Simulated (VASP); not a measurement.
Here is a VASP 6.6.1 calculation.

Contents of POSCAR:

```
Si
1.0
    3.8319083582      0.0000000000      0.0000000000
   -1.9159541791      3.3185299832      0.0000000000
    0.0000000000      0.0000000000     28.4838618391
Si
10
Direct
    0.3333333333      0.6666666667      0.2633069927
    0.6666666667      0.3333333333      0.2914008651
    0.6666666667      0.3333333333      0.3746300282
    0.3333333333      0.6666666667      0.4027239007
    0.3333333333      0.6666666667      0.4859530638
    0.6666666667      0.3333333333      0.5140469362
    0.6666666667      0.3333333333      0.5972760993
    0.3333333333      0.6666666667      0.6253699718
    0.3333333333      0.6666666667      0.7085991349
    0.6666666667      0.3333333333      0.7366930073
```

Contents of INCAR.step1:

```
PREC = Accurate ; ENCUT = 520
ISMEAR = 0 ; SIGMA = 0.05
LREAL = False ; LASPH = True
NELM = 100 ; NBANDS = 31
GGA = PE ; ALGO = Normal
EDIFF = 1E-4 ; LWAVE = True
LCHARG = False
```

File INCAR.step2:

```
PREC = Accurate ; ENCUT = 520
EDIFF = 1E-6 ; ISMEAR = 0
SIGMA = 0.05 ; LREAL = False
LASPH = True ; NELM = 100
ALGO = Normal ; ISIF = 2
LWAVE = False ; LCHARG = False
METAGGA = R2SCAN ; LMIXTAU = True
NBANDS = 31 ; ISTART = 1
```

KPOINTS

```
Automatic mesh
0
Gamma
  9 9 1
```

Potentials or basis: VASP PAW PBE potentials, release 64 (Si).

Command:

```console
$ cat potpaw_PBE.64/Si/POTCAR > POTCAR
$ cp INCAR.step1 INCAR
$ mpirun -np 1 vasp_std > vasp.out
$ cp INCAR.step2 INCAR
$ mpirun -np 1 vasp_std > vasp.out
```

(1) Estimate the largest force.

(2) Estimate the band gap on the k mesh.

## Answers

(1) 0.834 eV/Å.

(2) zero (bands 20 and 21 overlap by 0.33 eV).

Caveat: the PAW data sets were made with another functional, which shifts forces and pressure a little.
